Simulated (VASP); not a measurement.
# ZnS (Cc) in VASP: notebook

The runs below take ZnS through single point, with r2SCAN.

Everything below comes from runs of VASP 6.6.1. Logs are shortened: lines on timing, memory, paths and dates and some standing lists are left out, and cuts for length are marked.

## (1) The cell of the first run

The structure is monoclinic, space group Cc (No. 9). Conventional cell: a = 3.813 Å, b = 6.601 Å, c = 6.237 Å, α = 90.00°, β = 93.44°, γ = 90.00°. Within 3.0 Å of Zn (site symmetry 1) lie 4 S at 2.28 to 2.40 Å. Within 3.0 Å of S (site symmetry 1) lie 4 Zn at 2.28 to 2.40 Å.

## (2) Single point, r2SCAN (strain -0.0600 x Voigt [0, 0, 0, 0, 1, 0])

Input file POSCAR:

```
ZnS
1.0
    3.8109987816      0.0000000000     -0.1143299634
   -1.9054993908      3.3004217586      0.0571649817
   -0.1870200000      0.0000000000      6.2340000000
Zn S
2 2
Direct
    0.3333333333      0.6666666667      0.0000000000
    0.6666666667      0.3333333333      0.5000000000
    0.3333333333      0.6666666667      0.3850000000
    0.6666666667      0.3333333333      0.8850000000
```

Input file INCAR.step1:

```
  PREC = Accurate
  ENCUT = 520
  ISMEAR = 0
  SIGMA = 0.05
  LREAL = False
  LASPH = True
  NELM = 60
  NBANDS = 26
  GGA = PE
  ALGO = Normal
  EDIFF = 1E-4
  LWAVE = True
  LCHARG = False
```

Input file INCAR.step2:

```
  PREC = Accurate
  ENCUT = 520
  EDIFF = 1E-6
  ISMEAR = 0
  SIGMA = 0.05
  LREAL = False
  LASPH = True
  NELM = 60
  ALGO = Normal
  ISIF = 2
  LWAVE = False
  LCHARG = False
  METAGGA = R2SCAN
  LMIXTAU = True
  NBANDS = 26
  ISTART = 1
```

Input file KPOINTS:

```
Automatic mesh
0
Gamma
  6 6 4
```

Potentials or basis: VASP PAW PBE potentials, release 64 (Zn, S).

Command:

```sh
$ cat potpaw_PBE.64/Zn/POTCAR potpaw_PBE.64/S/POTCAR > POTCAR
$ cp INCAR.step1 INCAR
$ mpirun -np 1 vasp_std > vasp.out
$ cp INCAR.step2 INCAR
$ mpirun -np 1 vasp_std > vasp.out
```

OUTCAR:

```text
PREC = Accurate
   ENCUT = 520
   EDIFF = 1E-6
   ISMEAR = 0
   LREAL = False
   LASPH = True
   NELM = 60
   ISIF = 2
   METAGGA = R2SCAN
   ISTART = 1

 ion  position               nearest neighbor table
   1  0.333  0.667  0.000-   4 2.28   4 2.31   4 2.35   3 2.40
   2  0.667  0.333  0.500-   3 2.28   3 2.31   3 2.35   4 2.40
   3  0.333  0.667  0.385-   2 2.28   2 2.31   2 2.35   1 2.40
   4  0.667  0.333  0.885-   1 2.28   1 2.31   1 2.35   2 2.40

  LATTYP: Found a base centered monoclinic cell.
 ALAT       =     3.8127133454
 B/A-ratio  =     1.7312719104
 C/A-ratio  =     1.6357916539
 COS(beta)  =    -0.0599460485

  Lattice vectors:

 A1 = (   1.9054993908,  -3.3004217586,  -0.0571649817)
 A2 = (   1.9054993908,   3.3004217586,  -0.0571649817)
 A3 = (  -0.1870200000,   0.0000000000,   6.2340000000)

Analysis of symmetry for initial positions (statically):
=====================================================================
 Subroutine PRICEL returns:
 Original cell was already a primitive cell.

 Routine SETGRP: Setting up the symmetry group for a
 base centered monoclinic supercell.

 Subroutine GETGRP returns: Found  2 space group operations
 (whereof  1 operations were pure point group operations)
 out of a pool of  4 trial point group operations.

The static configuration has the point symmetry C_1 .
 The point group associated with its full space group is C_1h.

Analysis of symmetry for dynamics (positions and initial velocities):
=====================================================================
 Subroutine PRICEL returns:
 Original cell was already a primitive cell.

 Routine SETGRP: Setting up the symmetry group for a
 base centered monoclinic supercell.

 Subroutine GETGRP returns: Found  2 space group operations
 (whereof  1 operations were pure point group operations)
 out of a pool of  4 trial point group operations.

The dynamic configuration has the point symmetry C_1 .
 The point group associated with its full space group is C_1h.

 Subroutine INISYM returns: Found  2 space group operations
 (whereof  1 operations are pure point group operations),
 and found     1 'primitive' translations

----------------------------------------------------------------------------------------

                                     Primitive cell

  volume of cell :      78.3401

  direct lattice vectors                    reciprocal lattice vectors
     3.810998782  0.000000000 -0.114329963     0.262634776  0.151495789  0.007879043
    -1.905499391  3.300421759  0.057164982     0.000000000  0.302991579  0.000000000
    -0.187020000  0.000000000  6.234000000     0.004816655  0.000000000  0.160555151

  length of vectors
     3.812713345  3.811427495  6.236804669     0.303298663  0.302991579  0.160627384

  position of ions in fractional coordinates (direct lattice)
     0.333333333  0.666666667  0.000000000
     0.666666667  0.333333333  0.500000000
     0.333333333  0.666666667  0.385000000
     0.666666667  0.333333333  0.885000000

  ion indices of the primitive-cell ions
   primitive index   ion index
                 1           1
                 2           2
                 3           3
                 4           4

----------------------------------------------------------------------------------------

 KPOINTS: Automatic mesh

Automatic generation of k-mesh.
 Grid dimensions read from file:
 generate k-points for:    6    6    4

 Generating k-lattice:

  Cartesian coordinates                     Fractional coordinates (reciprocal lattice)
     0.043772463  0.025249298  0.001313174     0.166666667  0.000000000 -0.000000000
     0.000000000  0.050498596  0.000000000     0.000000000  0.166666667  0.000000000
     0.001204164  0.000000000  0.040138788    -0.000000000  0.000000000  0.250000000

  Length of vectors
     0.050549777  0.050498596  0.040156846

  Shift w.r.t. Gamma in fractional coordinates (k-lattice)
     0.000000000  0.000000000  0.000000000

 Subroutine IBZKPT returns following result:
 ===========================================

 Found     47 irreducible k-points:

 Following reciprocal coordinates:
            Coordinates               Weight
  0.000000  0.000000  0.000000      1.000000
  0.166667  0.000000 -0.000000      4.000000
  0.333333 -0.000000 -0.000000      4.000000
  0.500000 -0.000000 -0.000000      2.000000
  0.000000  0.166667  0.000000      2.000000
  0.166667  0.166667 -0.000000      4.000000
[... 16 lines left out ...]
  0.500000  0.166667  0.250000      4.000000
 -0.333333  0.166667  0.250000      2.000000
 [... further k-points ...]
   k-points           NKPTS =     47   k-points in BZ     NKDIM =     47   number of bands    NBANDS=     26
   number of dos      NEDOS =    301   number of ions     NIONS =      4
   total plane-waves  NPLWV =  37632
   dimension x,y,z NGX =    28 NGY =   28 NGZ =   48
   dimension x,y,z NGXF=    56 NGYF=   56 NGZF=   96
   ions per type =               2   2
   NGX,Y,Z   is equivalent  to a cutoff of  12.21, 12.21, 12.79 a.u.
   NGXF,Y,Z  is equivalent  to a cutoff of  24.42, 24.43, 25.59 a.u.
 SYSTEM =  unknown system
   PREC   = accura    normal or accurate (medium, high low for compatibility)
   ISTART =      1    job   : 0-new  1-cont  2-samecut
   ICHARG =      0    charge: 1-file 2-atom 10-const
   ISPIN  =      1    spin polarized calculation?
   LNONCOLLINEAR =      F non collinear calculations
   LSORBIT =      F    spin-orbit coupling
   LASPH  =      T    aspherical Exc in radial PAW
   ENCUT  =  520.0 eV  38.22 Ry    6.18 a.u.   7.09  7.09 11.60*2*pi/ulx,y,z
   NELM   =     60;   NELMIN=  2; NELMDL=  0     # of ELM steps
   EDIFF  = 0.1E-05   stopping-criterion for ELM
   LREAL  =      F    real-space projection
[... 7 lines left out ...]
   TEBEG  =    0.0;   TEEND  =   0.0 temperature during run
   PSTRESS=    0.0 pullay stress
   NELECT =      36.0000    total number of electrons
   NUPDOWN=      -1.0000    fix difference up-down
   EMIN   =  10.00;   EMAX   =-10.00  energy-range for DOS
   EFERMI =   0.00;   METHOD = LEGACY
   ISMEAR =     0;   SIGMA  =   0.05  broadening in eV -4-tet -1-fermi 0-gaus
   EFERMI_NEDOS =   21; number of points for ismear=-14 and -15
   IALGO  =     38    algorithm
   IMIX   =      4    mixing-type and parameters
     AMIX     =   0.40;   BMIX     =  1.00
     AMIX_MAG =   1.60;   BMIX_MAG =  1.00
  volume/ion in A,a.u.               =      19.59       132.17
  Fermi-wavevector in a.u.,A,eV,Ry     =   1.263323  2.387334 21.714687  1.595984
  Thomas-Fermi vector in A             =   2.396686
   LORBIT       =      0    0 simple, 1 ext, 2 COOP (PROOUT), +10 PAW based schemes
   METAGGA = R2SCAN    functional components
   LHFCALC =     F    Hartree Fock is set to
   AEXX    =    0.0000 exact exchange contribution
   IVDW    =     0    specifies the selected vdW correction
   LEPSILON=     F    determine dielectric tensor
   LRPA    =     F    only Hartree local field effects (RPA)
 non-spin polarized calculation
 Gauss-broadening in eV      SIGMA  =   0.05
  energy-cutoff  :      520.00
  volume of cell :       78.34
 maximum number of plane-waves:      2130
   NGX = 15   NGY = 15   NGZ = 23

 number of electron      35.9999968 magnetization

 Free energy of the ion-electron system (eV)
  ---------------------------------------------------
  ext. energy  EPLUGINS =         0.00000000
  ---------------------------------------------------
  free energy    TOTEN  =       -37.66587095 eV

  energy without entropy =      -37.66587095  energy(sigma->0) =      -37.66587095

 E-fermi :   2.2210     XC(G=0): -10.3122

 val. band max:        2.0068991926   @ k =   0.0000   0.0000   0.0000
 cond. band min:       4.7033571591   @ k =   0.0000   0.0000   0.0000
 fundamental gap:      2.6964579665
 Fermi energy:         2.2210041337

 k-point     1 :       0.0000    0.0000    0.0000
  band No.  band energies     occupation
      1     -11.8370      2.00000
      2     -10.8883      2.00000
      3      -4.6461      2.00000
      4      -4.6458      2.00000
      5      -4.5633      2.00000
      6      -4.5628      2.00000
[... 18 lines left out ...]
     25      10.0515      0.00000
     26      11.8566      0.00000

 k-point     2 :       0.1667    0.0000   -0.0000
  band No.  band energies     occupation
      1     -11.6472      2.00000
      2     -10.7836      2.00000
      3      -4.6530      2.00000
      4      -4.6021      2.00000
      5      -4.5518      2.00000
      6      -4.5118      2.00000
[... 18 lines left out ...]
     25      10.7025      0.00000
     26      10.9200      0.00000

 k-point     3 :       0.3333   -0.0000   -0.0000
  band No.  band energies     occupation
      1     -11.1926      2.00000
      2     -10.5949      2.00000
      3      -4.6222      2.00000
      4      -4.5256      2.00000
      5      -4.4943      2.00000
      6      -4.3852      2.00000
[... 18 lines left out ...]
     25      11.2312      0.00000
     26      12.2535      0.00000

 k-point     4 :       0.5000   -0.0000   -0.0000
  band No.  band energies     occupation
      1     -10.8796      2.00000
      2     -10.5534      2.00000
      3      -4.5918      2.00000
      4      -4.4964      2.00000
      5      -4.3515      2.00000
      6      -4.3163      2.00000
[... 18 lines left out ...]
     25      11.6766      0.00000
     26      13.9820      0.00000
[... 496 lines left out ...]
      1     -10.8260      2.00000
      2     -10.6070      2.00000
      3      -4.5550      2.00000
      4      -4.4846      2.00000
      5      -4.3948      2.00000
      6      -4.3503      2.00000
[... 18 lines left out ...]
     25      11.6753      0.00000
     26      12.2557      0.00000

 k-point    23 :       0.5000    0.1667    0.2500
  band No.  band energies     occupation
      1     -10.8699      2.00000
      2     -10.5589      2.00000
      3      -4.5503      2.00000
      4      -4.4776      2.00000
      5      -4.4088      2.00000
      6      -4.3519      2.00000
[... 18 lines left out ...]
     25      11.5536      0.00000
     26      12.3546      0.00000

 k-point    24 :      -0.3333    0.1667    0.2500
  band No.  band energies     occupation
      1     -11.2561      2.00000
      2     -10.7084      2.00000
      3      -4.6093      2.00000
      4      -4.5482      2.00000
      5      -4.5005      2.00000
      6      -4.4833      2.00000
[... 18 lines left out ...]
     25      10.6559      0.00000
     26      11.5271      0.00000

 [... further k-points ...]
[... 5 lines left out ...]
  --------------------------------------------------------------------------------------
  -------------------------------------------------------------------------------------
  Total        0.4896113      0.4530317     -0.4788201      0.0000000      0.0000000      1.1181864
  in kB       10.0133174      9.2652088     -9.7926201      0.0000000      0.0000000     22.8686625
  external PRESSURE =       3.1619687 kB  Pullay stress =       0.0000000 kB

 VOLUME and BASIS-vectors are now :
 -----------------------------------------------------------------------------
  energy-cutoff  :      520.00
  volume of cell :       78.34
      direct lattice vectors                 reciprocal lattice vectors
     3.810998782  0.000000000 -0.114329963     0.262634776  0.151495789  0.007879043
    -1.905499391  3.300421759  0.057164982     0.000000000  0.302991579  0.000000000
    -0.187020000  0.000000000  6.234000000     0.004816655  0.000000000  0.160555151

 POSITION                                       TOTAL-FORCE (eV/Angst)
 -----------------------------------------------------------------------------------
     -0.00000      2.20028      0.00000         0.228591      0.030892      0.319767
      1.81199      1.10014      3.05984         0.228591     -0.030892      0.319767
     -0.07200      2.20028      2.40009        -0.228591      0.035384     -0.319767
      1.73999      1.10014      5.45993        -0.228591     -0.035384     -0.319767
 -----------------------------------------------------------------------------------
    total drift:                               -0.009442      0.000051     -0.000996

  FREE ENERGIE OF THE ION-ELECTRON SYSTEM (eV)
  ---------------------------------------------------
  free  energy   TOTEN  =       -37.6658709464 eV

  energy  without entropy=      -37.6658709464  energy(sigma->0) =      -37.66587095
```

Run time: 3 min. Hardware: 1 thread of AMD EPYC 9R45 (Zen 5), shared host; peak memory 0.22 GiB.

What came out:

| Property | Result |
| --- | --- |
| Free energy | -37.6659 eV |
| Pressure | 0.3 GPa |
| Largest force | 0.395 eV/Å |
| Band gap on the k mesh | 2.70 eV, direct |

Forces on the atoms (eV/Å):
```
Zn   0.229  0.031  0.320
Zn   0.229 -0.031  0.320
S   -0.229  0.035 -0.320
S   -0.229 -0.035 -0.320
```

Stress tensor (GPa, compression positive):
```
 1.00  0.00  2.29
 0.00  0.93  0.00
 2.29  0.00 -0.98
```

Caveat: the cell differs from its parent crystal (strain -0.0600 x Voigt [0, 0, 0, 0, 1, 0]); the PAW data sets were made with another functional, which shifts forces and pressure a little.

## (3) Single point, r2SCAN (strain +0.0450 x Voigt [0, 0, 0, 0, 1, 0])

Input file POSCAR:

```
ZnS
1.0
    3.8109987816      0.0000000000      0.0857474726
   -1.9054993908      3.3004217586     -0.0428737363
    0.1402650000      0.0000000000      6.2340000000
Zn S
2 2
Direct
    0.3333333333      0.6666666667      0.0000000000
    0.6666666667      0.3333333333      0.5000000000
    0.3333333333      0.6666666667      0.3850000000
    0.6666666667      0.3333333333      0.8850000000
```

Input file INCAR.step1:

```
SYSTEM = ZnS
  PREC = Accurate
  ENCUT = 520
  ISMEAR = 0
  SIGMA = 0.05
  LREAL = .FALSE.
  LASPH = .TRUE.
  NELM = 60
  NBANDS = 26
  GGA = PE
  ALGO = Normal
  EDIFF = 1E-4
  LWAVE = .TRUE.
  LCHARG = .FALSE.
```

Input file INCAR.step2:

```
SYSTEM = ZnS
  PREC = Accurate
  ENCUT = 520
  EDIFF = 1E-6
  ISMEAR = 0
  SIGMA = 0.05
  LREAL = .FALSE.
  LASPH = .TRUE.
  NELM = 60
  ALGO = Normal
  ISIF = 2
  LWAVE = .FALSE.
  LCHARG = .TRUE.
  METAGGA = R2SCAN
  LMIXTAU = .TRUE.
  LELF = .TRUE.
  LVHAR = .TRUE.
  NBANDS = 26
  ISTART = 1
```

Input file KPOINTS:

```
Automatic mesh
0
G
  6 6 4
  0 0 0
```

Potentials or basis: VASP PAW PBE potentials, release 64 (Zn, S).

Command:

```sh
$ cat potpaw_PBE.64/Zn/POTCAR potpaw_PBE.64/S/POTCAR > POTCAR
$ cp INCAR.step1 INCAR
$ mpirun -np 1 vasp_std > vasp.out
$ cp INCAR.step2 INCAR
$ mpirun -np 1 vasp_std > vasp.out
```

Wall time 3 min (1 thread of AMD EPYC 9R45 (Zen 5), shared host); peak memory 0.22 GiB.

It converged, with:

- Free energy: -37.6806 eV
- Pressure: 0.3 GPa
- Largest force: 0.363 eV/Å
- Band gap on the k mesh: 2.73 eV, direct

Forces in eV/Å, atoms in the order of the input:
```
Zn  -0.172  0.020  0.319
Zn  -0.172 -0.020  0.319
S    0.172  0.020 -0.319
S    0.172 -0.020 -0.319
```

Stress tensor (GPa, compression positive):
```
 0.93  0.00 -1.73
 0.00  0.89  0.00
-1.73  0.00 -1.03
```

Levels at points of the mesh, in eV from the valence-band top:
| k point | band 16 | band 17 | band 18 | band 19 | band 20 | band 21 |
| --- | --- | --- | --- | --- | --- | --- |
| (0.00, 0.00, 0.00) | -0.17 | -0.09 | 0.00 | 2.73 | 3.43 | 6.70 |
| (0.50, 0.00, 0.00) | -2.39 | -1.67 | -1.08 | 3.91 | 4.69 | 5.43 |
| (0.00, 0.50, 0.00) | -2.38 | -1.68 | -1.08 | 3.92 | 4.65 | 5.45 |
| (0.00, 0.00, 0.50) | -0.60 | -0.49 | -0.49 | 3.97 | 3.97 | 7.01 |
| (0.50, 0.00, 0.50) | -1.79 | -1.77 | -1.48 | 3.87 | 4.01 | 5.34 |
| (0.00, 0.50, 0.50) | -1.80 | -1.63 | -1.63 | 3.94 | 3.94 | 5.51 |

Caveat: the cell differs from its parent crystal (strain +0.0450 x Voigt [0, 0, 0, 0, 1, 0]); the PAW data sets were made with another functional, which shifts forces and pressure a little.

## (4) Single point, r2SCAN (strain +0.0525 x Voigt [0, 0, 0, 0, 1, 0])

Input file POSCAR:

```
ZnS
1.0
    3.8109987816      0.0000000000      0.1000387180
   -1.9054993908      3.3004217586     -0.0500193590
    0.1636425000      0.0000000000      6.2340000000
Zn S
2 2
Direct
    0.3333333333      0.6666666667      0.0000000000
    0.6666666667      0.3333333333      0.5000000000
    0.3333333333      0.6666666667      0.3850000000
    0.6666666667      0.3333333333      0.8850000000
```

Input file INCAR.step1:

```
ALGO = Normal
EDIFF = 1E-4
ENCUT = 520
GGA = PE
ISMEAR = 0
LASPH = True
LCHARG = False
LREAL = False
LWAVE = True
NBANDS = 26
NELM = 80
PREC = Accurate
SIGMA = 0.05
```

Input file INCAR.step2:

```
ALGO = Normal
EDIFF = 1E-7
ENCUT = 520
ISIF = 2
ISMEAR = 0
ISTART = 1
LASPH = True
LCHARG = False
LMIXTAU = True
LREAL = False
LWAVE = False
METAGGA = R2SCAN
NBANDS = 26
NELM = 80
PREC = Accurate
SIGMA = 0.05
```

Input file KPOINTS:

```
k-points
0
Gamma
  6 6 4
```

Command:

```sh
$ cat potpaw_PBE.64/Zn/POTCAR potpaw_PBE.64/S/POTCAR > POTCAR
$ cp INCAR.step1 INCAR
$ mpirun -np 1 vasp_std > vasp.out
$ cp INCAR.step2 INCAR
$ mpirun -np 1 vasp_std > vasp.out
```

Run time: 3.5 min. Hardware: 1 thread of AMD EPYC 9R45 (Zen 5), shared host; peak memory 0.21 GiB.

It converged, with:

| Quantity | Value |
| --- | --- |
| Free energy | -37.6738 eV |
| Pressure | 0.3 GPa |
| Largest force | 0.378 eV/Å |
| Band gap on the k mesh | 2.72 eV, direct |

Forces in eV/Å, atoms in the order of the input:
```
Zn  -0.200  0.026  0.319
Zn  -0.200 -0.026  0.319
S    0.200  0.027 -0.319
S    0.200 -0.027 -0.319
```

Stress tensor (GPa, compression positive):
```
 0.94  0.00 -2.01
 0.00  0.89  0.00
-2.01  0.00 -1.03
```

Levels at points of the mesh, in eV from the valence-band top:
```tsv
k point	band 15	band 16	band 17	band 18	band 19	band 20	band 21	band 22
(0.00, 0.00, 0.00)	-0.97	-0.20	-0.11	0.00	2.72	3.42	6.68	6.69
(0.50, 0.00, 0.00)	-3.29	-2.40	-1.68	-1.10	3.90	4.67	5.42	7.53
(0.00, 0.50, 0.00)	-3.32	-2.39	-1.69	-1.10	3.91	4.62	5.44	7.60
(0.00, 0.00, 0.50)	-0.63	-0.63	-0.49	-0.49	3.95	3.95	6.97	6.97
(0.50, 0.00, 0.50)	-1.85	-1.81	-1.78	-1.47	3.83	4.00	5.30	5.73
(0.00, 0.50, 0.50)	-1.81	-1.81	-1.64	-1.64	3.92	3.92	5.50	5.50
```

Caveat: the cell differs from its parent crystal (strain +0.0525 x Voigt [0, 0, 0, 0, 1, 0]); the PAW data sets were made with another functional, which shifts forces and pressure a little.

(Continued in part 2 of 2.)
